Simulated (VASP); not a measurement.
# Cr (Pm-3n) in VASP: a series of runs

Runs on Cr. Level: revPBE. Tasks: single point, relaxation of cell and atoms.

Program: VASP 6.6.1. These are calculated values, not measurements. Logs are shortened: lines on timing, memory, paths and dates and some standing lists are left out, and cuts for length are marked.

**1. The cell of the first run**

It takes space group Pm-3n (No. 223, cubic). The conventional cell has a = 4.565 Å, b = 4.565 Å, c = 4.565 Å, α = 90.00°, β = 90.00°, γ = 90.00°. Cr (site symmetry m-3) has 12 Cr at 2.55 Å within 3.4 Å. Within 3.0 Å of Cr (site symmetry -4m2) lie 14 Cr at 2.28 to 2.80 Å.

**2. Single point, revPBE**

Contents of INCAR:

```
SYSTEM = Cr
PREC = Accurate
ENCUT = 520
EDIFF = 1E-7
ISMEAR = -1
SIGMA = 0.1
LREAL = .FALSE.
LASPH = .TRUE.
NELM = 60
ALGO = Normal
ISIF = 2
LWAVE = .FALSE.
LCHARG = .FALSE.
GGA = RE
NBANDS = 58
```

Contents of KPOINTS:

```
regular mesh
0
G
  6 6 6
  0 0 0
```

Contents of POSCAR:

```
Cr
1.0
    4.5646455447      0.0000000000      0.0000000000
    0.0000000000      4.5646455447      0.0000000000
    0.0000000000      0.0000000000      4.5646455447
Cr
8
Direct
    1.0000000000      0.0000000000      0.0000000000
    0.5000000000      0.5000000000      0.5000000000
    0.2500000000      0.0000000000      0.5000000000
    0.7500000000      1.0000000000      0.5000000000
    0.5000000000      0.2500000000      1.0000000000
    0.5000000000      0.7500000000      0.0000000000
    0.0000000000      0.5000000000      0.2500000000
    0.0000000000      0.5000000000      0.7500000000
```

Potentials or basis: VASP PAW PBE potentials, release 64 (Cr_pv).

Started as:

```sh
$ cat potpaw_PBE.64/Cr_pv/POTCAR > POTCAR
$ mpirun -np 1 vasp_std > vasp.out
```

OUTCAR:

```text
SYSTEM = Cr
   PREC = Accurate
   ENCUT = 520
   EDIFF = 1E-7
   ISMEAR = -1
   LREAL = .FALSE.
   LASPH = .TRUE.
   NELM = 60
   ISIF = 2
   GGA = RE

 ion  position               nearest neighbor table
   1  0.000  0.000  0.000-   3 2.55   4 2.55   5 2.55   6 2.55   7 2.55   8 2.55   3 2.55   4 2.55
                             7 2.55   8 2.55   5 2.55   6 2.55
   2  0.500  0.500  0.500-   3 2.55   4 2.55   5 2.55   6 2.55   7 2.55   8 2.55   5 2.55   6 2.55
                             3 2.55   4 2.55   7 2.55   8 2.55
   3  0.250  0.000  0.500-   4 2.28   4 2.28   1 2.55   1 2.55   2 2.55   2 2.55   8 2.80   5 2.80
                             5 2.80   6 2.80   6 2.80   7 2.80   8 2.80   7 2.80
   4  0.750  0.000  0.500-   3 2.28   3 2.28   1 2.55   1 2.55   2 2.55   2 2.55   8 2.80   5 2.80
                             5 2.80   6 2.80   6 2.80   7 2.80   8 2.80   7 2.80
   5  0.500  0.250  0.000-   6 2.28   6 2.28   1 2.55   2 2.55   2 2.55   1 2.55   8 2.80   4 2.80
                             3 2.80   4 2.80   3 2.80   7 2.80   7 2.80   8 2.80
   6  0.500  0.750  0.000-   5 2.28   5 2.28   1 2.55   2 2.55   2 2.55   1 2.55   8 2.80   4 2.80
                             3 2.80   4 2.80   3 2.80   7 2.80   7 2.80   8 2.80
   7  0.000  0.500  0.250-   8 2.28   8 2.28   1 2.55   2 2.55   1 2.55   2 2.55   3 2.80   4 2.80
                             5 2.80   3 2.80   4 2.80   6 2.80   5 2.80   6 2.80
   8  0.000  0.500  0.750-   7 2.28   7 2.28   1 2.55   2 2.55   1 2.55   2 2.55   3 2.80   4 2.80
                             5 2.80   3 2.80   4 2.80   6 2.80   5 2.80   6 2.80

  LATTYP: Found a simple cubic cell.
 ALAT       =     4.5646455447

  Lattice vectors:

 A1 = (   4.5646455447,   0.0000000000,   0.0000000000)
 A2 = (   0.0000000000,   4.5646455447,   0.0000000000)
 A3 = (   0.0000000000,   0.0000000000,   4.5646455447)

Analysis of symmetry for initial positions (statically):
=====================================================================
 Subroutine PRICEL returns:
 Original cell was already a primitive cell.

 Routine SETGRP: Setting up the symmetry group for a
 simple cubic supercell.

 Subroutine GETGRP returns: Found 48 space group operations
 (whereof 24 operations were pure point group operations)
 out of a pool of 48 trial point group operations.

The static configuration has the point symmetry T_h .
 The point group associated with its full space group is O_h .

Analysis of symmetry for dynamics (positions and initial velocities):
=====================================================================
 Subroutine PRICEL returns:
 Original cell was already a primitive cell.

 Routine SETGRP: Setting up the symmetry group for a
 simple cubic supercell.

 Subroutine GETGRP returns: Found 48 space group operations
 (whereof 24 operations were pure point group operations)
 out of a pool of 48 trial point group operations.

The dynamic configuration has the point symmetry T_h .
 The point group associated with its full space group is O_h .

 Subroutine INISYM returns: Found 48 space group operations
 (whereof 24 operations are pure point group operations),
 and found     1 'primitive' translations

----------------------------------------------------------------------------------------

                                     Primitive cell

  volume of cell :      95.1089

  direct lattice vectors                    reciprocal lattice vectors
     4.564645545  0.000000000  0.000000000     0.219075061  0.000000000  0.000000000
     0.000000000  4.564645545  0.000000000     0.000000000  0.219075061  0.000000000
     0.000000000  0.000000000  4.564645545     0.000000000  0.000000000  0.219075061

  length of vectors
     4.564645545  4.564645545  4.564645545     0.219075061  0.219075061  0.219075061

  position of ions in fractional coordinates (direct lattice)
     0.000000000  0.000000000  0.000000000
     0.500000000  0.500000000  0.500000000
     0.250000000  0.000000000  0.500000000
     0.750000000  0.000000000  0.500000000
     0.500000000  0.250000000  0.000000000
     0.500000000  0.750000000  0.000000000
     0.000000000  0.500000000  0.250000000
     0.000000000  0.500000000  0.750000000

  ion indices of the primitive-cell ions
   primitive index   ion index
                 1           1
                 2           2
                 3           3
                 4           4
                 5           5
                 6           6
                 7           7
                 8           8

----------------------------------------------------------------------------------------

 KPOINTS: regular mesh

Automatic generation of k-mesh.
 Grid dimensions read from file:
 generate k-points for:    6    6    6

 Generating k-lattice:

  Cartesian coordinates                     Fractional coordinates (reciprocal lattice)
     0.036512510  0.000000000  0.000000000     0.166666667  0.000000000  0.000000000
     0.000000000  0.036512510  0.000000000     0.000000000  0.166666667  0.000000000
     0.000000000  0.000000000  0.036512510     0.000000000  0.000000000  0.166666667

  Length of vectors
     0.036512510  0.036512510  0.036512510

  Shift w.r.t. Gamma in fractional coordinates (k-lattice)
     0.000000000  0.000000000  0.000000000

 Subroutine IBZKPT returns following result:
 ===========================================

 Found     20 irreducible k-points:

 Following reciprocal coordinates:
            Coordinates               Weight
  0.000000  0.000000  0.000000      1.000000
  0.166667  0.000000  0.000000      6.000000
  0.333333  0.000000  0.000000      6.000000
  0.500000  0.000000  0.000000      3.000000
  0.166667  0.166667  0.000000     12.000000
  0.333333  0.166667  0.000000     24.000000
[... 12 lines left out ...]
  0.500000  0.500000  0.333333      6.000000
  0.500000  0.500000  0.500000      1.000000
   k-points           NKPTS =     20   k-points in BZ     NKDIM =     20   number of bands    NBANDS=     58
   number of dos      NEDOS =    301   number of ions     NIONS =      8
   total plane-waves  NPLWV =  46656
   dimension x,y,z NGX =    36 NGY =   36 NGZ =   36
   dimension x,y,z NGXF=    72 NGYF=   72 NGZF=   72
   ions per type =               8
   NGX,Y,Z   is equivalent  to a cutoff of  13.11, 13.11, 13.11 a.u.
   NGXF,Y,Z  is equivalent  to a cutoff of  26.22, 26.22, 26.22 a.u.
 SYSTEM =  Cr
   PREC   = accura    normal or accurate (medium, high low for compatibility)
   ISTART =      0    job   : 0-new  1-cont  2-samecut
   ICHARG =      2    charge: 1-file 2-atom 10-const
   ISPIN  =      1    spin polarized calculation?
   LNONCOLLINEAR =      F non collinear calculations
   LSORBIT =      F    spin-orbit coupling
   LASPH  =      T    aspherical Exc in radial PAW
   ENCUT  =  520.0 eV  38.22 Ry    6.18 a.u.   8.49  8.49  8.49*2*pi/ulx,y,z
   NELM   =     60;   NELMIN=  2; NELMDL= -5     # of ELM steps
   EDIFF  = 0.1E-06   stopping-criterion for ELM
   LREAL  =      F    real-space projection
   EDIFFG = 0.1E-05   stopping-criterion for IOM
   NSW    =      0    number of steps for IOM
   IBRION =     -1    ionic relax: 0-MD 1-quasi-New 2-CG
   NFREE  =      0    steps in history (QN), initial steepest desc. (CG)
   ISIF   =      2    stress and relaxation
   ISYM   =      2    0-nonsym 1-usesym 2-fastsym
   POTIM  = 0.5000    time-step for ionic-motion
   TEBEG  =    0.0;   TEEND  =   0.0 temperature during run
   PSTRESS=    0.0 pullay stress
   NELECT =      96.0000    total number of electrons
   NUPDOWN=      -1.0000    fix difference up-down
   EMIN   =  10.00;   EMAX   =-10.00  energy-range for DOS
   EFERMI =   0.00;   METHOD = LEGACY
   ISMEAR =    -1;   SIGMA  =   0.10  broadening in eV -4-tet -1-fermi 0-gaus
   EFERMI_NEDOS =   21; number of points for ismear=-14 and -15
   IALGO  =     38    algorithm
   IMIX   =      4    mixing-type and parameters
     AMIX     =   0.40;   BMIX     =  1.00
     AMIX_MAG =   1.60;   BMIX_MAG =  1.00
  volume/ion in A,a.u.               =      11.89        80.23
  Fermi-wavevector in a.u.,A,eV,Ry     =   1.642195  3.103299 36.692273  2.696806
  Thomas-Fermi vector in A             =   2.732539
   LORBIT       =      0    0 simple, 1 ext, 2 COOP (PROOUT), +10 PAW based schemes
   GGA     = RE    functional components
   LHFCALC =     F    Hartree Fock is set to
   AEXX    =    0.0000 exact exchange contribution
   IVDW    =     0    specifies the selected vdW correction
   LEPSILON=     F    determine dielectric tensor
   LRPA    =     F    only Hartree local field effects (RPA)
 non-spin polarized calculation
  energy-cutoff  :      520.00
  volume of cell :       95.11
 maximum number of plane-waves:      2576
 NGX is ok and might be reduce to    36
   NGX = 17   NGY = 17   NGZ = 17

 number of electron      95.9999918 magnetization

 Free energy of the ion-electron system (eV)
  ---------------------------------------------------
  ext. energy  EPLUGINS =         0.00000000
  ---------------------------------------------------
  free energy    TOTEN  =       -72.35877698 eV

  energy without entropy =      -72.15179751  energy(sigma->0) =      -72.25528725

 E-fermi :  10.4941     XC(G=0): -13.4106

 val. band max:       10.4701932154   @ k =   0.5000   0.1667   0.0000
 cond. band min:      10.5193155470   @ k =   0.5000   0.3333   0.0000
 fundamental gap:      0.0491223317
 Fermi energy:        10.4940792448

 k-point     1 :       0.0000    0.0000    0.0000
  band No.  band energies     occupation
      1     -33.1929      2.00000
      2     -33.1929      2.00000
      3     -33.0902      2.00000
      4     -32.8913      2.00000
      5     -32.8913      2.00000
      6     -32.8913      2.00000
[... 50 lines left out ...]
     57      11.5772      0.00004
     58      11.9519      0.00000

 k-point     2 :       0.1667    0.0000    0.0000
  band No.  band energies     occupation
      1     -33.1981      2.00000
      2     -33.1626      2.00000
      3     -33.0572      2.00000
      4     -32.8855      2.00000
      5     -32.8855      2.00000
      6     -32.8509      2.00000
[... 1093 lines left out ...]
      2     -32.7489      2.00000
      3     -32.7489      2.00000
      4     -32.7489      2.00000
      5     -32.7489      2.00000
      6     -32.7489      2.00000
[... 50 lines left out ...]
     57      12.1955      0.00000
     58      12.1955      0.00000

------------------------ aborting loop because EDIFF is reached ----------------------------------------

  FORCE on cell =-STRESS in cart. coord.  units (eV):
  Direction    XX          YY          ZZ          XY          YZ          ZX
  --------------------------------------------------------------------------------------
  -------------------------------------------------------------------------------------
  Total       -0.2014190     -0.2014190     -0.2014190      0.0000000     -0.0000000     -0.0000000
  in kB       -3.3930470     -3.3930470     -3.3930470      0.0000000     -0.0000000     -0.0000000
  external PRESSURE =      -3.3930470 kB  Pullay stress =       0.0000000 kB

 VOLUME and BASIS-vectors are now :
 -----------------------------------------------------------------------------
  energy-cutoff  :      520.00
  volume of cell :       95.11
      direct lattice vectors                 reciprocal lattice vectors
     4.564645545  0.000000000  0.000000000     0.219075061  0.000000000  0.000000000
     0.000000000  4.564645545  0.000000000     0.000000000  0.219075061  0.000000000
     0.000000000  0.000000000  4.564645545     0.000000000  0.000000000  0.219075061

 POSITION                                       TOTAL-FORCE (eV/Angst)
 -----------------------------------------------------------------------------------
      0.00000      0.00000      0.00000        -0.000000     -0.000000     -0.000000
      2.28232      2.28232      2.28232        -0.000000     -0.000000     -0.000000
      1.14116      0.00000      2.28232        -0.000000     -0.000000      0.000000
      3.42348      0.00000      2.28232         0.000000      0.000000      0.000000
      2.28232      1.14116      0.00000         0.000000      0.000000     -0.000000
      2.28232      3.42348      0.00000         0.000000     -0.000000      0.000000
      0.00000      2.28232      1.14116         0.000000      0.000000     -0.000000
      0.00000      2.28232      3.42348        -0.000000     -0.000000     -0.000000
 -----------------------------------------------------------------------------------
    total drift:                                0.000000      0.000000     -0.000000

  FREE ENERGIE OF THE ION-ELECTRON SYSTEM (eV)
  ---------------------------------------------------
  free  energy   TOTEN  =       -72.3587769816 eV

  energy  without entropy=      -72.1517975085  energy(sigma->0) =      -72.25528725
```

It took 94 s on 1 thread of AMD EPYC 9R45 (Zen 5), shared host; peak memory 0.2 GiB.

Results:

```yaml
Free_energy: -72.3588 eV
Pressure: -0.3 GPa
Band_gap_on_the_k_mesh: zero (band 48 reaches 10.61 eV, above the bottom of band 49 at 10.21 eV)
```

Levels at points of the mesh, in eV from the Fermi level:
```csv
k point,band 44,band 45,band 46,band 47,band 48,band 49,band 50,band 51,band 52,band 53
"(0.00, 0.00, 0.00)",-1.36,-1.03,-1.03,-0.29,-0.29,-0.29,0.81,0.81,0.81,0.85
"(0.50, 0.00, 0.00)",-0.90,-0.76,-0.76,-0.60,-0.60,0.34,0.34,0.36,0.36,0.61
"(0.50, 0.50, 0.00)",-1.09,-0.76,-0.50,-0.50,0.07,0.07,0.08,0.24,0.62,0.93
"(0.50, 0.50, 0.50)",-0.96,-0.96,-0.96,-0.96,-0.96,0.71,0.71,0.71,0.71,0.71
```

Caveat: the PAW data sets were made with another functional, which shifts forces and pressure a little; the run has no spin polarisation, though such a crystal can be magnetic. Spin polarisation is off, so any magnetic state and its effect on volume and gap are missing.

[end of part 1 of 2]
